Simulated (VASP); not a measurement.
## Bi2Te3: single point with PBEsol

**Measured values to compare with.**

“Vacancy and Antisite-Induced Ferromagnetism in Liquid-Phase Exfoliated Bi2Te3”, 2024, arxiv:2412.10539 quotes, for a bulk crystal of Bi2Te3: band gap 0.17 eV.

Bi2Te3:

```
Bi Te
1.0
     2.19300    1.26613   10.16567
    -2.19300    1.26613   10.16567
     0.00000   -2.53226   10.16567
Bi Te
2 3
Direct
  0.60000 0.60000 0.60000
  0.40000 0.40000 0.40000
  0.79050 0.79050 0.79050
  0.20950 0.20950 0.20950
  0.00000 0.00000 0.00000
```

```json
{
  "Program": "VASP 6.6.1",
  "Task": "single point",
  "Functional": "PBEsol",
  "Potentials or basis": "VASP PAW PBE potentials, release 64 (Bi_d, Te)",
  "Cutoff": "520 eV",
  "k mesh": "7 × 7 × 7",
  "Occupations": "fermi-dirac, width 0.05 eV",
  "Spin": "no spin polarisation"
}
```

```json
{
  "Pressure": "-0.6 GPa",
  "Largest force": "0.096 eV/Å",
  "Band gap on the k mesh": "0.23 eV"
}
```

Forces in eV/Å, atoms in the order of the input:
```
Bi   0.000  0.000 -0.035
Bi   0.000  0.000  0.035
Te   0.000  0.000 -0.096
Te   0.000  0.000  0.096
Te   0.000  0.000  0.000
```

Stress tensor (GPa, compression positive):
```
-0.49  0.00  0.00
 0.00 -0.49  0.00
 0.00  0.00 -0.79
```

Levels at points of the mesh, in eV from the valence-band top:
| k point | band 21 | band 22 | band 23 | band 24 | band 25 | band 26 | band 27 | band 28 |
| --- | --- | --- | --- | --- | --- | --- | --- | --- |
| (0.00, 0.00, 0.00) | -1.70 | -0.85 | -0.85 | 0.00 | 0.23 | 0.63 | 0.63 | 1.93 |

Run time: 16 min on 1 thread of Intel(R) Xeon(R) Platinum 8259CL CPU @ 2.50GHz (Skylake/Cascade Lake) (shared host), peak memory 1 GiB.

Against the measured gap of Bi2Te3, 0.17 eV (quoted in “Vacancy and Antisite-Induced Ferromagnetism in Liquid-Phase Exfoliated Bi2Te3”, 2024, arxiv:2412.10539), the calculated 0.23 eV is off by +0.06 eV. Spin-orbit coupling on Bi, Te is left out. The value is that of PBEsol on a finite k mesh, which can miss the band edges, without temperature or zero-point motion.

Caveat: the PAW data sets were made with another functional, which shifts forces and pressure a little; spin-orbit coupling is left out, which moves the levels of the heavy elements; an odd mesh through Γ misses points on the zone boundary, where band edges can lie.
